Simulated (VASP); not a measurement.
# PbO (P4/nmm) in VASP: further runs

The runs below take PbO through single point, with PBEsol.

All numbers are computed with VASP 6.6.1; they aren't measurements. Logs are shortened: lines on timing, memory, paths and dates and some standing lists are left out, and cuts for length are marked.

## (1) The cell of the first run

It takes space group P4/nmm (No. 129, tetragonal). Conventional cell: a = 3.990 Å, b = 3.990 Å, c = 5.010 Å, α = 90.00°, β = 90.00°, γ = 90.00°. Pb (site symmetry 4mm) has 4 O at 2.33 Å within 3.1 Å. Within 3.1 Å of O (site symmetry -4m2) lie 4 Pb at 2.33 Å and 4 O at 2.82 Å.

## (2) Single point, PBEsol

The input, INCAR:

```
SYSTEM = PbO
PREC = Accurate
ENCUT = 520
EDIFF = 1E-6
ISMEAR = 0
SIGMA = 0.01
LREAL = .False.
LASPH = .True.
NELM = 100
ALGO = Normal
ISIF = 2
LWAVE = .False.
LCHARG = .False.
GGA = PS
NBANDS = 28
```

The input, KPOINTS:

```
regular mesh
0
Gamma
  6 6 6
  0 0 0
```

The input, POSCAR:

```
PbO
1.0
    3.9900000000      0.0000000000      0.0000000000
    0.0000000000      3.9900000000      0.0000000000
    0.0000000000      0.0000000000      5.0100000000
Pb O
2 2
Direct
    0.0000000000      0.5000000000      0.2400000000
    0.5000000000      0.0000000000      0.7600000000
    0.0000000000      0.0000000000      0.0000000000
    0.5000000000      0.5000000000      0.0000000000
```

Potentials or basis: VASP PAW PBE potentials, release 64 (Pb_d, O).

On the command line:

```sh
> cat potpaw_PBE.64/Pb_d/POTCAR potpaw_PBE.64/O/POTCAR > POTCAR
> mpirun -np 1 vasp_std > vasp.out
```

OUTCAR:

```text
SYSTEM = PbO
   PREC = Accurate
   ENCUT = 520
   EDIFF = 1E-6
   ISMEAR = 0
   LREAL = .False.
   LASPH = .True.
   NELM = 100
   ISIF = 2
   GGA = PS

 ion  position               nearest neighbor table
   1  0.000  0.500  0.240-   3 2.33   4 2.33   3 2.33   4 2.33   2 3.71   2 3.71   2 3.71   2 3.71
                             2 3.84   2 3.84   2 3.84   2 3.84
   2  0.500  0.000  0.760-   3 2.33   4 2.33   4 2.33   3 2.33   1 3.71   1 3.71   1 3.71   1 3.71
                             1 3.84   1 3.84   1 3.84   1 3.84
   3  0.000  0.000  0.000-   1 2.33   2 2.33   1 2.33   2 2.33
   4  0.500  0.500  0.000-   1 2.33   2 2.33   2 2.33   1 2.33

  LATTYP: Found a simple tetragonal cell.
 ALAT       =     3.9900000000
 C/A-ratio  =     1.2556390977

  Lattice vectors:

 A1 = (   3.9900000000,   0.0000000000,   0.0000000000)
 A2 = (   0.0000000000,   3.9900000000,   0.0000000000)
 A3 = (   0.0000000000,   0.0000000000,   5.0100000000)

Analysis of symmetry for initial positions (statically):
=====================================================================
 Subroutine PRICEL returns:
 Original cell was already a primitive cell.

 Routine SETGRP: Setting up the symmetry group for a
 simple tetragonal supercell.

 Subroutine GETGRP returns: Found 16 space group operations
 (whereof  8 operations were pure point group operations)
 out of a pool of 16 trial point group operations.

The static configuration has the point symmetry D_2d.
 The point group associated with its full space group is D_4h.

Analysis of symmetry for dynamics (positions and initial velocities):
=====================================================================
 Subroutine PRICEL returns:
 Original cell was already a primitive cell.

 Routine SETGRP: Setting up the symmetry group for a
 simple tetragonal supercell.

 Subroutine GETGRP returns: Found 16 space group operations
 (whereof  8 operations were pure point group operations)
 out of a pool of 16 trial point group operations.

The dynamic configuration has the point symmetry D_2d.
 The point group associated with its full space group is D_4h.

 Subroutine INISYM returns: Found 16 space group operations
 (whereof  8 operations are pure point group operations),
 and found     1 'primitive' translations

----------------------------------------------------------------------------------------

                                     Primitive cell

  volume of cell :      79.7597

  direct lattice vectors                    reciprocal lattice vectors
     3.990000000  0.000000000  0.000000000     0.250626566  0.000000000  0.000000000
     0.000000000  3.990000000  0.000000000     0.000000000  0.250626566  0.000000000
     0.000000000  0.000000000  5.010000000     0.000000000  0.000000000  0.199600798

  length of vectors
     3.990000000  3.990000000  5.010000000     0.250626566  0.250626566  0.199600798

  position of ions in fractional coordinates (direct lattice)
     0.000000000  0.500000000  0.240000000
     0.500000000  0.000000000  0.760000000
     0.000000000  0.000000000  0.000000000
     0.500000000  0.500000000  0.000000000

  ion indices of the primitive-cell ions
   primitive index   ion index
                 1           1
                 2           2
                 3           3
                 4           4

----------------------------------------------------------------------------------------

 KPOINTS: regular mesh

Automatic generation of k-mesh.
 Grid dimensions read from file:
 generate k-points for:    6    6    6

 Generating k-lattice:

  Cartesian coordinates                     Fractional coordinates (reciprocal lattice)
     0.041771094  0.000000000  0.000000000     0.166666667  0.000000000  0.000000000
     0.000000000  0.041771094  0.000000000     0.000000000  0.166666667  0.000000000
     0.000000000  0.000000000  0.033266800     0.000000000  0.000000000  0.166666667

  Length of vectors
     0.041771094  0.041771094  0.033266800

  Shift w.r.t. Gamma in fractional coordinates (k-lattice)
     0.000000000  0.000000000  0.000000000

 Subroutine IBZKPT returns following result:
 ===========================================

 Found     40 irreducible k-points:

 Following reciprocal coordinates:
            Coordinates               Weight
  0.000000  0.000000  0.000000      1.000000
  0.166667  0.000000  0.000000      4.000000
  0.333333  0.000000  0.000000      4.000000
  0.500000  0.000000  0.000000      2.000000
  0.166667  0.166667  0.000000      4.000000
  0.333333  0.166667  0.000000      8.000000
[... 16 lines left out ...]
  0.333333  0.000000  0.333333      8.000000
  0.500000  0.000000  0.333333      4.000000
 [... further k-points ...]
   k-points           NKPTS =     40   k-points in BZ     NKDIM =     40   number of bands    NBANDS=     28
   number of dos      NEDOS =    301   number of ions     NIONS =      4
   total plane-waves  NPLWV =  36000
   dimension x,y,z NGX =    30 NGY =   30 NGZ =   40
   dimension x,y,z NGXF=    60 NGYF=   60 NGZF=   80
   ions per type =               2   2
   NGX,Y,Z   is equivalent  to a cutoff of  12.50, 12.50, 13.27 a.u.
   NGXF,Y,Z  is equivalent  to a cutoff of  25.00, 25.00, 26.55 a.u.
 SYSTEM =  PbO
   PREC   = accura    normal or accurate (medium, high low for compatibility)
   ISTART =      0    job   : 0-new  1-cont  2-samecut
   ICHARG =      2    charge: 1-file 2-atom 10-const
   ISPIN  =      1    spin polarized calculation?
   LNONCOLLINEAR =      F non collinear calculations
   LSORBIT =      F    spin-orbit coupling
   LASPH  =      T    aspherical Exc in radial PAW
   ENCUT  =  520.0 eV  38.22 Ry    6.18 a.u.   7.42  7.42  9.32*2*pi/ulx,y,z
   NELM   =    100;   NELMIN=  2; NELMDL= -5     # of ELM steps
   EDIFF  = 0.1E-05   stopping-criterion for ELM
   LREAL  =      F    real-space projection
   EDIFFG = 0.1E-04   stopping-criterion for IOM
   NSW    =      0    number of steps for IOM
   IBRION =     -1    ionic relax: 0-MD 1-quasi-New 2-CG
   NFREE  =      0    steps in history (QN), initial steepest desc. (CG)
   ISIF   =      2    stress and relaxation
   ISYM   =      2    0-nonsym 1-usesym 2-fastsym
   POTIM  = 0.5000    time-step for ionic-motion
   TEBEG  =    0.0;   TEEND  =   0.0 temperature during run
   PSTRESS=    0.0 pullay stress
   NELECT =      40.0000    total number of electrons
   NUPDOWN=      -1.0000    fix difference up-down
   EMIN   =  10.00;   EMAX   =-10.00  energy-range for DOS
   EFERMI =   0.00;   METHOD = LEGACY
   ISMEAR =     0;   SIGMA  =   0.01  broadening in eV -4-tet -1-fermi 0-gaus
   EFERMI_NEDOS =   21; number of points for ismear=-14 and -15
   IALGO  =     38    algorithm
   IMIX   =      4    mixing-type and parameters
     AMIX     =   0.40;   BMIX     =  1.00
     AMIX_MAG =   1.60;   BMIX_MAG =  1.00
  volume/ion in A,a.u.               =      19.94       134.56
  Fermi-wavevector in a.u.,A,eV,Ry     =   1.300670  2.457909 23.017539  1.691741
  Thomas-Fermi vector in A             =   2.431853
   LORBIT       =      0    0 simple, 1 ext, 2 COOP (PROOUT), +10 PAW based schemes
   GGA     = PS    functional components
   LHFCALC =     F    Hartree Fock is set to
   AEXX    =    0.0000 exact exchange contribution
   IVDW    =     0    specifies the selected vdW correction
   LEPSILON=     F    determine dielectric tensor
   LRPA    =     F    only Hartree local field effects (RPA)
 non-spin polarized calculation
 Gauss-broadening in eV      SIGMA  =   0.01
  energy-cutoff  :      520.00
  volume of cell :       79.76
 maximum number of plane-waves:      2186
 NGX is ok and might be reduce to    30
   NGX = 15   NGY = 15   NGZ = 19

 number of electron      39.9999999 magnetization

 Free energy of the ion-electron system (eV)
  ---------------------------------------------------
  ext. energy  EPLUGINS =         0.00000000
  ---------------------------------------------------
  free energy    TOTEN  =       -22.86864696 eV

  energy without entropy =      -22.86864696  energy(sigma->0) =      -22.86864696

 E-fermi :   4.9325     XC(G=0): -10.0715

 val. band max:        4.8922470288   @ k =   0.0000   0.0000   0.0000
 cond. band min:       5.9956057070   @ k =   0.5000   0.5000   0.0000
 fundamental gap:      1.1033586782
 Fermi energy:         4.9325115159

 k-point     1 :       0.0000    0.0000    0.0000
  band No.  band energies     occupation
      1     -13.2978      2.00000
      2     -12.7669      2.00000
      3     -11.0277      2.00000
      4     -11.0277      2.00000
      5     -10.9666      2.00000
      6     -10.9502      2.00000
[... 20 lines left out ...]
     27      12.2847      0.00000
     28      12.8325      0.00000

 k-point     2 :       0.1667    0.0000    0.0000
  band No.  band energies     occupation
      1     -13.2399      2.00000
      2     -12.7864      2.00000
      3     -11.0140      2.00000
      4     -11.0130      2.00000
      5     -10.9466      2.00000
      6     -10.9342      2.00000
[... 20 lines left out ...]
     27      12.5735      0.00000
     28      14.4305      0.00000

 k-point     3 :       0.3333    0.0000    0.0000
  band No.  band energies     occupation
      1     -13.1047      2.00000
      2     -12.8511      2.00000
      3     -10.9781      2.00000
      4     -10.9750      2.00000
      5     -10.9118      2.00000
      6     -10.8991      2.00000
[... 20 lines left out ...]
     27      13.0207      0.00000
     28      15.5408      0.00000

 k-point     4 :       0.5000    0.0000    0.0000
  band No.  band energies     occupation
      1     -12.9619      2.00000
      2     -12.9619      2.00000
      3     -10.9338      2.00000
      4     -10.9338      2.00000
      5     -10.9332      2.00000
      6     -10.9332      2.00000
[... 20 lines left out ...]
     27      13.9385      0.00000
     28      13.9385      0.00000

 k-point     5 :       0.1667    0.1667    0.0000
  band No.  band energies     occupation
      1     -13.1899      2.00000
      2     -12.8031      2.00000
      3     -11.0190      2.00000
      4     -10.9764      2.00000
      5     -10.9296      2.00000
      6     -10.9232      2.00000
[... 20 lines left out ...]
     27      13.7833      0.00000
     28      14.9652      0.00000

 k-point     6 :       0.3333    0.1667    0.0000
  band No.  band energies     occupation
      1     -13.0746      2.00000
      2     -12.8590      2.00000
      3     -10.9840      2.00000
      4     -10.9369      2.00000
      5     -10.9068      2.00000
      6     -10.8975      2.00000
[... 463 lines left out ...]
      5     -10.9775      2.00000
      6     -10.9290      2.00000
[... 20 lines left out ...]
     27      13.1591      0.00000
     28      13.3580      0.00000

 k-point    22 :       0.1667    0.0000    0.3333
  band No.  band energies     occupation
      1     -13.2275      2.00000
      2     -12.7775      2.00000
      3     -10.9917      2.00000
      4     -10.9779      2.00000
      5     -10.9536      2.00000
      6     -10.9143      2.00000
[... 20 lines left out ...]
     27      13.4707      0.00000
     28      14.5245      0.00000

 k-point    23 :       0.3333    0.0000    0.3333
  band No.  band energies     occupation
      1     -13.1070      2.00000
      2     -12.8528      2.00000
      3     -10.9945      2.00000
      4     -10.9499      2.00000
      5     -10.9438      2.00000
      6     -10.9179      2.00000
[... 20 lines left out ...]
     27      13.8138      0.00000
     28      15.4585      0.00000

 k-point    24 :       0.5000    0.0000    0.3333
  band No.  band energies     occupation
      1     -12.9705      2.00000
      2     -12.9705      2.00000
      3     -10.9806      2.00000
      4     -10.9806      2.00000
      5     -10.9253      2.00000
      6     -10.9253      2.00000
[... 20 lines left out ...]
     27      14.4383      0.00000
     28      14.4383      0.00000

 [... further k-points ...]

------------------------ aborting loop because EDIFF is reached ----------------------------------------

  FORCE on cell =-STRESS in cart. coord.  units (eV):
  Direction    XX          YY          ZZ          XY          YZ          ZX
  --------------------------------------------------------------------------------------
  -------------------------------------------------------------------------------------
  Total       -0.3456032     -0.3456032     -0.5370907      0.0000000     -0.0000000      0.0000000
  in kB       -6.9423240     -6.9423240    -10.7888389      0.0000000     -0.0000000      0.0000000
  external PRESSURE =      -8.2244956 kB  Pullay stress =       0.0000000 kB

 VOLUME and BASIS-vectors are now :
 -----------------------------------------------------------------------------
  energy-cutoff  :      520.00
  volume of cell :       79.76
      direct lattice vectors                 reciprocal lattice vectors
     3.990000000  0.000000000  0.000000000     0.250626566  0.000000000  0.000000000
     0.000000000  3.990000000  0.000000000     0.000000000  0.250626566  0.000000000
     0.000000000  0.000000000  5.010000000     0.000000000  0.000000000  0.199600798

 POSITION                                       TOTAL-FORCE (eV/Angst)
 -----------------------------------------------------------------------------------
      0.00000      1.99500      1.20240        -0.000000      0.000000     -0.288013
      1.99500      0.00000      3.80760         0.000000      0.000000      0.288013
      0.00000      0.00000      0.00000        -0.000000      0.000000      0.000000
      1.99500      1.99500      0.00000        -0.000000     -0.000000      0.000000
 -----------------------------------------------------------------------------------
    total drift:                                0.000000      0.000000      0.000000

  FREE ENERGIE OF THE ION-ELECTRON SYSTEM (eV)
  ---------------------------------------------------
  free  energy   TOTEN  =       -22.8686469601 eV

  energy  without entropy=      -22.8686469601  energy(sigma->0) =      -22.86864696
```

Wall time 2 min (1 thread of Intel Xeon 8259CL, shared host); peak memory 0.22 GiB.

Results:

```
Free energy            : -22.8686 eV
Pressure               : -0.8 GPa
Largest force          : 0.288 eV/Å
Band gap on the k mesh : 1.10 eV (least direct gap 2.05 eV)
```

Forces on the atoms (eV/Å):
```
Pb   0.000  0.000 -0.288
Pb   0.000  0.000  0.288
O    0.000  0.000  0.000
O    0.000  0.000  0.000
```

Stress tensor (GPa, compression positive):
```
-0.69  0.00  0.00
 0.00 -0.69  0.00
 0.00  0.00 -1.08
```

Levels at points of the mesh, in eV from the valence-band top:
```csv
k point,band 16,band 17,band 18,band 19,band 20,band 21,band 22,band 23,band 24,band 25
"(0.00, 0.00, 0.00)",-4.19,-1.64,-1.56,-1.56,0.00,2.35,5.51,5.54,5.54,6.57
"(0.50, 0.00, 0.00)",-3.14,-2.92,-2.92,-1.64,-1.64,3.34,3.34,6.58,6.58,6.60
"(0.50, 0.50, 0.00)",-3.35,-1.65,-1.65,-0.94,-0.94,1.10,1.10,5.18,5.18,7.83
"(0.00, 0.00, 0.50)",-4.02,-1.68,-1.59,-1.59,-0.92,1.94,3.90,3.90,4.18,8.65
"(0.50, 0.00, 0.50)",-3.63,-2.88,-2.88,-0.96,-0.96,3.04,3.04,6.22,6.22,7.33
"(0.50, 0.50, 0.50)",-3.84,-2.26,-2.26,-0.95,-0.95,3.39,3.39,4.71,4.71,5.70
```

Caveat: the PAW data sets were made with another functional, which shifts forces and pressure a little; spin-orbit coupling is left out, which moves the levels of the heavy elements. A k mesh can miss the band edges.

## (3) Single point, PBEsol

This run uses another cell than the first one, of 20.44 Å³/atom.

The input, INCAR:

```
PREC = Accurate ; ENCUT = 520
EDIFF = 1E-6 ; ISMEAR = 0
SIGMA = 0.01 ; LREAL = F
LASPH = T ; NELM = 80
ALGO = Normal ; ISIF = 2
LWAVE = F ; LCHARG = F
GGA = PS ; NBANDS = 28
```

The input, KPOINTS:

```
Automatic mesh
0
Gamma
  6 6 6
```

The input, POSCAR:

```
PbO
1.0
    4.0229767021      0.0000000000      0.0000000000
    0.0000000000      4.0229767021      0.0000000000
    0.0000000000      0.0000000000      5.0514068364
Pb O
2 2
Direct
    0.0000000000      0.5000000000      0.2400000000
    0.5000000000      0.0000000000      0.7600000000
    0.0000000000      0.0000000000      0.0000000000
    0.5000000000      0.5000000000      0.0000000000
```

Potentials or basis: VASP PAW PBE potentials, release 64 (Pb_d, O).

On the command line:

```sh
> cat potpaw_PBE.64/Pb_d/POTCAR potpaw_PBE.64/O/POTCAR > POTCAR
> mpirun -np 1 vasp_std > vasp.out
```

Run time: 1.8 min. Hardware: 1 thread of Intel Xeon 8259CL, shared host; peak memory 0.23 GiB.

The run converged. Its results:

- Free energy: -22.8483 eV
- Pressure: -2.7 GPa
- Largest force: 0.594 eV/Å
- Band gap on the k mesh: 1.14 eV (least direct gap 1.98 eV)

Forces on the atoms (eV/Å):
```
Pb   0.000  0.000 -0.594
Pb   0.000  0.000  0.594
O    0.000  0.000  0.000
O    0.000  0.000  0.000
```

Stress tensor (GPa, compression positive):
```
-2.68  0.00  0.00
 0.00 -2.68  0.00
 0.00  0.00 -2.76
```

Levels at points of the mesh, in eV from the valence-band top:
| k point | band 18 | band 19 | band 20 | band 21 | band 22 | band 23 |
| --- | --- | --- | --- | --- | --- | --- |
| (0.00, 0.00, 0.00) | -1.44 | -1.44 | 0.00 | 2.31 | 5.48 | 5.48 |
| (0.50, 0.00, 0.00) | -2.77 | -1.55 | -1.55 | 3.30 | 3.30 | 6.49 |
| (0.50, 0.50, 0.00) | -1.60 | -0.84 | -0.84 | 1.14 | 1.14 | 5.15 |
| (0.00, 0.00, 0.50) | -1.47 | -1.47 | -0.83 | 1.94 | 3.90 | 3.90 |
| (0.50, 0.00, 0.50) | -2.73 | -0.89 | -0.89 | 3.02 | 3.02 | 6.15 |
| (0.50, 0.50, 0.50) | -2.19 | -0.84 | -0.84 | 3.40 | 3.40 | 4.64 |

Caveat: the PAW data sets were made with another functional, which shifts forces and pressure a little; spin-orbit coupling is left out, which moves the levels of the heavy elements. A k mesh can miss the band edges.

[end of part 1 of 2]
